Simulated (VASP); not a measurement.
# SrCl2 (Fm-3m) in VASP: a series of runs, part 2 of 2

VASP 6.6.1.

## Step 3: Single point, LDA

INCAR reads:

```
PREC = Accurate
ENCUT = 520
EDIFF = 1E-7
ISMEAR = 0
SIGMA = 0.01
LREAL = F
LASPH = T
NELM = 80
ALGO = Normal
ISIF = 2
LWAVE = F
LCHARG = F
GGA = CA
NBANDS = 19
```

KPOINTS reads:

```
Automatic mesh
0
Gamma
  6 6 6
```

POSCAR reads:

```
SrCl2
1.0
    0.0000000000      3.4977180853      3.4977180853
    3.4977180853      0.0000000000      3.4977180853
    3.4977180853      3.4977180853      0.0000000000
Sr Cl
1 2
Direct
    0.0000000000      0.0000000000      0.0000000000
    0.2500000000      0.2500000000      0.2500000000
    0.7500000000      0.7500000000      0.7500000000
```

Potentials or basis: VASP PAW LDA potentials, release 64 (Sr_sv, Cl).

Command:

```console
$ cat potpaw_LDA.64/Sr_sv/POTCAR potpaw_LDA.64/Cl/POTCAR > POTCAR
$ mpirun -np 1 vasp_std > vasp.out
```

OUTCAR:

```text
PREC = Accurate
   ENCUT = 520
   EDIFF = 1E-7
   ISMEAR = 0
   LREAL = F
   LASPH = T
   NELM = 80
   ISIF = 2
   GGA = CA

 ion  position               nearest neighbor table
   1  0.000  0.000  0.000-   3 3.03   3 3.03   3 3.03   2 3.03   2 3.03   2 3.03   3 3.03   2 3.03

   2  0.250  0.250  0.250-   1 3.03   1 3.03   1 3.03   1 3.03
   3  0.750  0.750  0.750-   1 3.03   1 3.03   1 3.03   1 3.03

  LATTYP: Found a face centered cubic cell.
 ALAT       =     6.9954361706

  Lattice vectors:

 A1 = (   0.0000000000,   3.4977180853,   3.4977180853)
 A2 = (   3.4977180853,   0.0000000000,   3.4977180853)
 A3 = (   3.4977180853,   3.4977180853,   0.0000000000)

Analysis of symmetry for initial positions (statically):
=====================================================================
 Subroutine PRICEL returns:
 Original cell was already a primitive cell.

 Routine SETGRP: Setting up the symmetry group for a
 face centered cubic supercell.

 Subroutine GETGRP returns: Found 48 space group operations
 (whereof 48 operations were pure point group operations)
 out of a pool of 48 trial point group operations.

The static configuration has the point symmetry O_h .

Analysis of symmetry for dynamics (positions and initial velocities):
=====================================================================
 Subroutine PRICEL returns:
 Original cell was already a primitive cell.

 Routine SETGRP: Setting up the symmetry group for a
 face centered cubic supercell.

 Subroutine GETGRP returns: Found 48 space group operations
 (whereof 48 operations were pure point group operations)
 out of a pool of 48 trial point group operations.

The dynamic configuration has the point symmetry O_h .

 Subroutine INISYM returns: Found 48 space group operations
 (whereof 48 operations are pure point group operations),
 and found     1 'primitive' translations

[... 104 lines left out ...]
   IALGO  =     38    algorithm
   IMIX   =      4    mixing-type and parameters
     AMIX     =   0.40;   BMIX     =  1.00
     AMIX_MAG =   1.60;   BMIX_MAG =  1.00
  volume/ion in A,a.u.               =      28.53       192.51
  Fermi-wavevector in a.u.,A,eV,Ry     =   1.071562  2.024958 15.622809  1.148244
  Thomas-Fermi vector in A             =   2.207306
   LORBIT       =      0    0 simple, 1 ext, 2 COOP (PROOUT), +10 PAW based schemes
   GGA     = CA    functional components
   LHFCALC =     F    Hartree Fock is set to
   AEXX    =    0.0000 exact exchange contribution
   IVDW    =     0    specifies the selected vdW correction
   LEPSILON=     F    determine dielectric tensor
   LRPA    =     F    only Hartree local field effects (RPA)
 non-spin polarized calculation
 Gauss-broadening in eV      SIGMA  =   0.01
  energy-cutoff  :      520.00
  volume of cell :       85.58
 maximum number of plane-waves:      2332
 NGX is ok and might be reduce to    40
   NGX = 19   NGY = 19   NGZ = 19

 number of electron      23.9999998 magnetization

 Free energy of the ion-electron system (eV)
  ---------------------------------------------------
  ext. energy  EPLUGINS =         0.00000000
  ---------------------------------------------------
  free energy    TOTEN  =       -14.01362398 eV

  energy without entropy =      -14.01362398  energy(sigma->0) =      -14.01362398

 E-fermi :   0.0205     XC(G=0):  -8.7656

 val. band max:       -0.0920339739   @ k =   0.5000   0.5000   0.0000
 cond. band min:       4.7638534376   @ k =   0.0000   0.0000   0.0000
 fundamental gap:      4.8558874114
 Fermi energy:         0.0204569572

 k-point     1 :       0.0000    0.0000    0.0000
  band No.  band energies     occupation
      1     -32.8124      2.00000
      2     -14.9097      2.00000
      3     -14.9097      2.00000
      4     -14.9097      2.00000
      5     -13.3033      2.00000
      6     -12.4369      2.00000
[... 329 lines left out ...]
      6     -12.5811      2.00000
[... 11 lines left out ...]
     18       9.0671      0.00000
     19       9.5664      0.00000

------------------------ aborting loop because EDIFF is reached ----------------------------------------

  FORCE on cell =-STRESS in cart. coord.  units (eV):
  Direction    XX          YY          ZZ          XY          YZ          ZX
  --------------------------------------------------------------------------------------
  -------------------------------------------------------------------------------------
  Total       -1.5889621     -1.5889621     -1.5889621     -0.0000000     -0.0000000     -0.0000000
  in kB      -29.7467632    -29.7467632    -29.7467632     -0.0000000     -0.0000000     -0.0000000
  external PRESSURE =     -29.7467632 kB  Pullay stress =       0.0000000 kB

 VOLUME and BASIS-vectors are now :
 -----------------------------------------------------------------------------
  energy-cutoff  :      520.00
  volume of cell :       85.58
      direct lattice vectors                 reciprocal lattice vectors
     0.000000000  3.497718085  3.497718085    -0.142950343  0.142950343  0.142950343
     3.497718085  0.000000000  3.497718085     0.142950343 -0.142950343  0.142950343
     3.497718085  3.497718085  0.000000000     0.142950343  0.142950343 -0.142950343

 POSITION                                       TOTAL-FORCE (eV/Angst)
 -----------------------------------------------------------------------------------
      0.00000      0.00000      0.00000         0.000000     -0.000000      0.000000
      1.74886      1.74886      1.74886        -0.000000     -0.000000     -0.000000
      5.24658      5.24658      5.24658         0.000000      0.000000      0.000000
 -----------------------------------------------------------------------------------
    total drift:                               -0.000000     -0.000000      0.000000

  FREE ENERGIE OF THE ION-ELECTRON SYSTEM (eV)
  ---------------------------------------------------
  free  energy   TOTEN  =       -14.0136239828 eV

  energy  without entropy=      -14.0136239828  energy(sigma->0) =      -14.01362398
```

OSZICAR:

```text
N       E                     dE             d eps       ncg     rms          rms(c)
DAV:   1     0.138491596602E+03    0.13849E+03   -0.11525E+04   608   0.114E+03
DAV:   2    -0.537231311717E+01   -0.14386E+03   -0.13787E+03   798   0.223E+02
DAV:   3    -0.140899122371E+02   -0.87176E+01   -0.86930E+01   826   0.544E+01
DAV:   4    -0.143383408565E+02   -0.24843E+00   -0.24801E+00   965   0.783E+00
DAV:   5    -0.143413583919E+02   -0.30175E-02   -0.30173E-02   824   0.845E-01    0.135E+01
DAV:   6    -0.140464312604E+02    0.29493E+00   -0.55584E-01   686   0.405E+00    0.879E+00
DAV:   7    -0.140172309425E+02    0.29200E-01   -0.27803E-01   801   0.318E+00    0.173E+00
DAV:   8    -0.140130135113E+02    0.42174E-02   -0.49003E-02   694   0.115E+00    0.305E-01
DAV:   9    -0.140133737652E+02   -0.36025E-03   -0.13757E-03   711   0.226E-01    0.108E-01
DAV:  10    -0.140135851327E+02   -0.21137E-03   -0.13282E-04   759   0.669E-02    0.230E-02
DAV:  11    -0.140136206161E+02   -0.35483E-04   -0.21261E-05   728   0.284E-02    0.219E-02
DAV:  12    -0.140136233392E+02   -0.27231E-05   -0.48062E-06   803   0.107E-02    0.437E-03
DAV:  13    -0.140136239707E+02   -0.63147E-06   -0.54196E-07   706   0.386E-03    0.204E-03
DAV:  14    -0.140136239828E+02   -0.12100E-07   -0.40042E-08   655   0.122E-03
   1 F= -.14013624E+02 E0= -.14013624E+02  d E =-.866081E-59
```

stdout:

```text
POSCAR found type information on POSCAR SrCl
 POSCAR found :  2 types and       3 ions
 scaLAPACK will be used
 LDA part: xc-table for (Slater(with rela. corr.)+CA(PZ))
 , standard interpolation
 POSCAR, INCAR and KPOINTS ok, starting setup
 FFT: planning ... GRIDC
 FFT: planning ... GRID_SOFT
 FFT: planning ... GRID
 WAVECAR not read
 entering main loop
```

Run time: 42 s. Hardware: 1 thread of Intel Xeon Platinum 8175M at 2.50GHz (Skylake/Cascade Lake), shared host; peak memory 0.2 GiB.

Results:

```
Free energy            : -14.0136 eV
Pressure               : -3.0 GPa
Band gap on the k mesh : 4.86 eV, indirect (least direct gap 5.15 eV)
```

Levels at points of the mesh, in eV from the valence-band top:
```tsv
k point	band 9	band 10	band 11	band 12	band 13	band 14	band 15	band 16
(0.00, 0.00, 0.00)	-2.17	-0.35	-0.35	-0.35	4.86	5.82	5.82	8.69
(0.50, 0.00, 0.00)	-1.55	-1.36	-1.07	-1.07	6.43	6.43	7.27	7.43
(0.50, 0.50, 0.00)	-1.91	-0.42	-0.42	0.00	5.15	6.79	7.33	7.82
```

A k mesh can miss the band edges. A hybrid or GW would open this gap; LDA tends to underestimate it.
